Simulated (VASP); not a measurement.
# Ir (P6_3/mmc) in VASP: further runs, part 3 of 3

VASP 6.6.1. The steps go on from the part before.

### 6 Single point, LDA

This run uses another cell than the first one, of 15.23 Å³/atom.

INCAR reads:

```
PREC = Accurate
ENCUT = 560
EDIFF = 1E-6
ISMEAR = 0
SIGMA = 0.15
LREAL = F
LASPH = T
NELM = 120
ALGO = Normal
ISIF = 2
LWAVE = F
LCHARG = T
GGA = CA
LELF = T
LVHAR = T
NBANDS = 24
GGA_COMPAT = F
```

KPOINTS reads:

```
Automatic mesh
0
Gamma
  18 18 10
```

POSCAR reads:

```
Ir
1.0
    2.8315000000      0.0000000000      0.0000000000
   -1.4157500000      2.4521509308      0.0000000000
    0.0000000000      0.0000000000      4.3862377060
Ir
2
Direct
    0.6666666667      0.3333333333      0.7500000000
    0.3333333333      0.6666666667      0.2500000000
```

Potentials or basis: VASP PAW LDA potentials, release 64 (Ir_sv_GW).

The run is started by

```console
$ cat potpaw_LDA.64/Ir_sv_GW/POTCAR > POTCAR
$ mpirun -np 1 vasp_std > vasp.out
```

OUTCAR:

```text
PREC = Accurate
   ENCUT = 560
   EDIFF = 1E-6
   ISMEAR = 0
   LREAL = F
   LASPH = T
   NELM = 120
   ISIF = 2
   GGA = CA

 ion  position               nearest neighbor table
   1  0.667  0.333  0.750-   2 2.74   2 2.74   2 2.74   2 2.74   2 2.74   2 2.74
   2  0.333  0.667  0.250-   1 2.74   1 2.74   1 2.74   1 2.74   1 2.74   1 2.74

  LATTYP: Found a hexagonal cell.
 ALAT       =     2.8315000000
 C/A-ratio  =     1.5490862462

  Lattice vectors:

 A1 = (   2.8315000000,   0.0000000000,   0.0000000000)
 A2 = (  -1.4157500000,   2.4521509308,   0.0000000000)
 A3 = (   0.0000000000,   0.0000000000,   4.3862377060)

Analysis of symmetry for initial positions (statically):
=====================================================================
 Subroutine PRICEL returns:
 Original cell was already a primitive cell.

 Routine SETGRP: Setting up the symmetry group for a
 hexagonal supercell.

 Subroutine GETGRP returns: Found 24 space group operations
 (whereof 12 operations were pure point group operations)
 out of a pool of 24 trial point group operations.

The static configuration has the point symmetry D_3d.
 The point group associated with its full space group is D_6h.

Analysis of symmetry for dynamics (positions and initial velocities):
=====================================================================
 Subroutine PRICEL returns:
 Original cell was already a primitive cell.

 Routine SETGRP: Setting up the symmetry group for a
 hexagonal supercell.

 Subroutine GETGRP returns: Found 24 space group operations
 (whereof 12 operations were pure point group operations)
 out of a pool of 24 trial point group operations.

The dynamic configuration has the point symmetry D_3d.
 The point group associated with its full space group is D_6h.

[... 105 lines left out ...]
   ISYM   =      2    0-nonsym 1-usesym 2-fastsym
   POTIM  = 0.5000    time-step for ionic-motion
   TEBEG  =    0.0;   TEEND  =   0.0 temperature during run
   PSTRESS=    0.0 pullay stress
   NELECT =      34.0000    total number of electrons
   NUPDOWN=      -1.0000    fix difference up-down
   EMIN   =  10.00;   EMAX   =-10.00  energy-range for DOS
   EFERMI =   0.00;   METHOD = LEGACY
   ISMEAR =     0;   SIGMA  =   0.15  broadening in eV -4-tet -1-fermi 0-gaus
   EFERMI_NEDOS =   21; number of points for ismear=-14 and -15
   IALGO  =     38    algorithm
   IMIX   =      4    mixing-type and parameters
     AMIX     =   0.40;   BMIX     =  1.00
     AMIX_MAG =   1.60;   BMIX_MAG =  1.00
  volume/ion in A,a.u.               =      15.23       102.76
  Fermi-wavevector in a.u.,A,eV,Ry     =   1.698306  3.209332 39.242491  2.884242
  Thomas-Fermi vector in A             =   2.778829
   LORBIT       =      0    0 simple, 1 ext, 2 COOP (PROOUT), +10 PAW based schemes
   GGA     = CA    functional components
   LHFCALC =     F    Hartree Fock is set to
   AEXX    =    0.0000 exact exchange contribution
   IVDW    =     0    specifies the selected vdW correction
   LEPSILON=     F    determine dielectric tensor
   LRPA    =     F    only Hartree local field effects (RPA)
 non-spin polarized calculation
 Gauss-broadening in eV      SIGMA  =   0.15
  energy-cutoff  :      560.00
  volume of cell :       30.45
 maximum number of plane-waves:       953
 NGX is ok and might be reduce to    24
   NGX = 11   NGY = 11   NGZ = 17

 number of electron      34.0000000 magnetization

 Free energy of the ion-electron system (eV)
  ---------------------------------------------------
  ext. energy  EPLUGINS =         0.00000000
  ---------------------------------------------------
  free energy    TOTEN  =       -21.39367074 eV

  energy without entropy =      -21.36095640  energy(sigma->0) =      -21.37731357

 E-fermi :  11.4130     XC(G=0): -14.3152

 val. band max:       11.4125073060   @ k =   0.1667   0.1111   0.4000
 cond. band min:      11.4157698502   @ k =   0.3333   0.1667   0.2000
 fundamental gap:      0.0032625443
 Fermi energy:        11.4130362317

 k-point     1 :       0.0000    0.0000    0.0000
  band No.  band energies     occupation
      1     -81.0499      2.00000
      2     -80.9892      2.00000
      3     -38.4730      2.00000
      4     -37.8966      2.00000
      5     -37.8966      2.00000
      6     -37.7795      2.00000
[... 637 lines left out ...]
     23      21.7740      0.00000
     24      23.8882      0.00000

 [... further k-points ...]
[... 5 lines left out ...]
  --------------------------------------------------------------------------------------
  -------------------------------------------------------------------------------------
  Total       -6.1504222     -6.1504222     -3.9653784      0.0000000     -0.0000000      0.0000000
  in kB     -323.5635428   -323.5635428   -208.6120005      0.0000000     -0.0000000      0.0000000
  external PRESSURE =    -285.2463620 kB  Pullay stress =       0.0000000 kB

 VOLUME and BASIS-vectors are now :
 -----------------------------------------------------------------------------
  energy-cutoff  :      560.00
  volume of cell :       30.45
      direct lattice vectors                 reciprocal lattice vectors
     2.831500000  0.000000000  0.000000000     0.353169698  0.203902620  0.000000000
    -1.415750000  2.452150931  0.000000000     0.000000000  0.407805240  0.000000000
     0.000000000  0.000000000  4.386237706     0.000000000  0.000000000  0.227985820

 POSITION                                       TOTAL-FORCE (eV/Angst)
 -----------------------------------------------------------------------------------
      1.41575      0.81738      3.28968         0.000000     -0.000000      0.000000
     -0.00000      1.63477      1.09656        -0.000000      0.000000      0.000000
 -----------------------------------------------------------------------------------
    total drift:                               -0.000000      0.000000     -0.000000

  FREE ENERGIE OF THE ION-ELECTRON SYSTEM (eV)
  ---------------------------------------------------
  free  energy   TOTEN  =       -21.3936707356 eV

  energy  without entropy=      -21.3609564044  energy(sigma->0) =      -21.37731357
```

stdout:

```text
POSCAR found type information on POSCAR Ir
 POSCAR found :  1 types and       2 ions
 scaLAPACK will be used
 LDA part: xc-table for (Slater(with rela. corr.)+CA(PZ))
 , standard interpolation
 POSCAR, INCAR and KPOINTS ok, starting setup
 FFT: planning ... GRIDC
 FFT: planning ... GRID_SOFT
 FFT: planning ... GRID
 WAVECAR not read
 entering main loop
```

It took 2.5 min on 1 thread of Intel Xeon Platinum 8259CL at 2.50GHz (Skylake/Cascade Lake), shared host; peak memory 0.26 GiB.

What came out:

- Free energy: -21.3937 eV
- Pressure: -28.5 GPa
- Band gap on the k mesh: zero (bands 17 and 18 overlap by 2.92 eV)

Stress tensor (GPa, compression positive):
```
-32.36   0.00   0.00
  0.00 -32.36   0.00
  0.00   0.00 -20.86
```

Caveat: the stress differs along the axes, from -32 to -21 GPa; spin-orbit coupling is left out, which moves the levels of the heavy elements.

### 7 The runs side by side

```csv
cell,gap on the mesh (eV),pressure (GPa)
"a = 2.895, b = 2.895, c = 4.240 Å, angles 90.0, 90.0, 120.0°, 2 atoms",none,-28.0
"a = 2.895, b = 2.895, c = 4.167 Å, angles 90.0, 90.0, 120.0°, 2 atoms",none,-22.3
"a = 2.768, b = 2.768, c = 4.532 Å, angles 90.0, 90.0, 120.0°, 2 atoms",none,-26.4
"a = 2.579, b = 2.579, c = 4.532 Å, angles 90.0, 90.0, 120.0°, 2 atoms",none,32.6
"a = 2.832, b = 2.831, c = 4.386 Å, angles 90.0, 90.0, 120.0°, 2 atoms",none,-28.5
```

Alike in all rows: task single point; level LDA; potentials or basis VASP PAW LDA potentials, release 64 (Ir_sv_GW); no spin polarisation; k mesh 18 × 18 × 10; cutoff (eV) 560; smearing gaussian 0.15 eV.

Caveats: spin-orbit coupling is left out, which moves the levels of the heavy elements; the stress differs along the axes, from -35 to -15 GPa (at least some runs); the stress differs along the axes, from -31 to -5 GPa (at least some runs); the cell stands under tension (at least some runs); the stress differs along the axes, from 3 to 47 GPa (at least some runs); the stress differs along the axes, from -32 to -21 GPa (at least some runs).

Total energies depend on the potentials used, so only differences within one code and one set of settings carry meaning.
